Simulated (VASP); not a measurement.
Runs of VASP 6.6.1 on Cu. The structure is that of space group P6_3/mmc (No. 194), or close to it. The cells are those of the table. This isn't the form of Cu at room conditions, which is fcc.

| cell | smearing | gap on the mesh (eV) | pressure (GPa) |
| --- | --- | --- | --- |
| a = 2.035, b = 2.035, c = 3.337 Å, angles 90.0, 90.0, 120.0°, 2 atoms | fermi-dirac 0.05 eV | none | 542.3 |
| a = 2.471, b = 2.471, c = 4.073 Å, angles 90.0, 90.0, 120.0°, 2 atoms | fermi-dirac 0.05 eV | none | 19.8 |
| a = 2.162, b = 2.162, c = 3.548 Å, angles 90.0, 90.0, 120.0°, 2 atoms | fermi-dirac 0.05 eV | none | 255.8 |
| a = 2.162, b = 2.162, c = 3.548 Å, angles 90.0, 90.0, 120.0°, 2 atoms | tetrahedron | none | (b) |
| a = 2.275, b = 2.275, c = 3.737 Å, angles 90.0, 90.0, 120.0°, 2 atoms | fermi-dirac 0.05 eV | none | (a) |

Alike in all rows: task single point; level PBE; potentials or basis VASP PAW PBE potentials, release 64 (Cu); no spin polarisation; k mesh 19 × 19 × 10; cutoff (eV) 520.

Estimate the missing entries.

(a) 122.2; (b) 256.4.

Caveats: the cell stands under pressure.

A gap of «none» marks levels without a gap at the run's occupations.
